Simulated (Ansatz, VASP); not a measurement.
# GaN in VASP and in Ansatz

```xyz
2
Lattice="0.0000 2.0316 2.0316 2.0316 0.0000 2.0316 2.0316 2.0316 0.0000" Properties=species:S:1:pos:R:3 pbc="T T T"
Ga    2.0316    2.0316    2.0316
N     0.0000    0.0000    0.0000
```

Change from the starting cell: volume scaled by 1.06, crystal datasets.

Alike in both runs: task electric field gradients; functional PBEsol; k mesh 10 × 10 × 10; occupations fermi-dirac, width 0.02 eV; no spin polarisation.

|  | VASP | Ansatz |
| --- | --- | --- |
| version | VASP 6.6.1 | Ansatz 0.2.0 |
| potentials or method | VASP PAW PBE potentials, release 64 (Ga_d, N), cutoff 520 eV | all-electron PAW with datasets made for the crystal, scalar-relativistic |

VASP gave:

- gap on the k mesh at the Fermi level (eV): 1.31
- pressure (GPa): 34.7

Question: What did Ansatz give for the same quantities?

Answer: gap on the k mesh at the Fermi level (eV): 1.33; pressure (GPa): 34.1.

VASP's potentials were made for PBE, not for PBEsol. Both programs put the cell under a high pressure, so it lies far from rest at this level. Ansatz ran all-electron here, and VASP with PAW potentials.
